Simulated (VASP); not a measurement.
CdSe4, 5 atoms in the cell. It takes space group I4mm (No. 107, tetragonal). The conventional cell has a = 6.195 Å, b = 6.195 Å, c = 8.268 Å, α = 90.00°, β = 90.00°, γ = 90.00°. Within 3.0 Å of Cd (site symmetry 4mm) lie 4 Se at 2.23 Å. Within 3.0 Å of Se (site symmetry m) lie 1 Cd at 2.23 Å and 2 Se at 2.72 Å. The cell was generated, and may not be a known phase.

- Program: VASP 6.6.1
- Task: relaxation of cell and atoms
- Functional: PBE
- Potentials or basis: VASP PAW PBE potentials, release 64 (Cd, Se)
- Cutoff: 600 eV
- k mesh: 4 × 4 × 4
- Occupations: gaussian, width 0.2 eV
- Spin: no spin polarisation
- Dipole correction: no
- Further INCAR settings: ALGO = Normal; EDIFF = 1e-07; IBRION = 2; EDIFFG = -0.08; NSW = 36; ISIF = 3

Potentials or basis: VASP PAW PBE potentials, release 64 (Cd, Se).

Launch:

```console
$ cat potpaw_PBE.64/Cd/POTCAR potpaw_PBE.64/Se/POTCAR > POTCAR
$ mpirun -np 1 vasp_std > vasp.out
```

Hardware: 1 thread of AMD EPYC 9R45 96-Core Processor (Zen 5), with other jobs on the host.

Q: How long does it take, and how much memory?

A: Wall time 7.5 min on 1 thread of AMD EPYC 9R45 96-Core Processor (Zen 5), on a shared host, peak memory 0.34 GiB. Counts: scf iterations 171, k points 13, ion steps 17.
